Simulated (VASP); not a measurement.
Set up this calculation in VASP 6.6.1, as the native input.

```yaml
Task: relaxation of cell and atoms
Functional: PBE
Potentials_or_basis: VASP PAW PBE potentials, release 64 (Cl)
Cutoff: 600 eV
k_mesh: 14 × 14 × 14
Occupations: fermi-dirac, width 0.08 eV
Spin: no spin polarisation
Dipole_correction: no
Further_INCAR_settings: ALGO = Normal; EDIFF = 1e-07; IBRION = 2; EDIFFG = -0.005; NSW = 100; ISIF = 3
```

The structure of Cl lies in POSCAR:

```
Cl
1.0
    0.0000000000      2.2322827293      2.2322827293
    2.2322827293      0.0000000000      2.2322827293
    2.2322827293      2.2322827293      0.0000000000
Cl
2
Direct
    0.0000000000      0.0000000000      0.0000000000
    0.2500000000      0.2500000000      0.2500000000
```

These files were run (other wordings do the same):

INCAR

```
SYSTEM = Cl
PREC = Accurate
ENCUT = 600
EDIFF = 1E-7
ISMEAR = -1
SIGMA = 0.08
LREAL = .False.
LASPH = .True.
NELM = 100
ALGO = Normal
ISIF = 3
LWAVE = .False.
LCHARG = .False.
GGA = PE
IBRION = 2
NSW = 100
EDIFFG = -0.005
```

KPOINTS

```
regular mesh
0
Gamma
  14 14 14
  0 0 0
```

Potentials or basis: VASP PAW PBE potentials, release 64 (Cl).

The run is started by

```sh
$ cat potpaw_PBE.64/Cl/POTCAR > POTCAR
$ mpirun -np 1 vasp_std > vasp.out
```

It gave:

| Property | Result |
| --- | --- |
| Relaxed volume | 32.90 Å³/atom |
| Relaxed cell | a = 4.532 Å, b = 4.532 Å, c = 4.532 Å, α = 60.00°, β = 60.00°, γ = 60.00° |
| Space group after relaxing (to 0.1 Å) | Fd-3m (No. 227) |
| Energy gained by relaxing | 5121.6 meV/atom |
| Ionic steps | 22 |
| Pressure after relaxing | 0.0 GPa |
| Band gap on the k mesh | zero (bands 7 and 8 overlap by 1.23 eV) |

Caveat: the volume moved by over 15 % at a fixed basis, so the end points are rough.

Wall time 3.5 min on 1 thread of Intel(R) Xeon(R) Platinum 8259CL CPU @ 2.50GHz (Skylake/Cascade Lake), with other jobs on the host, peak memory 0.17 GiB.
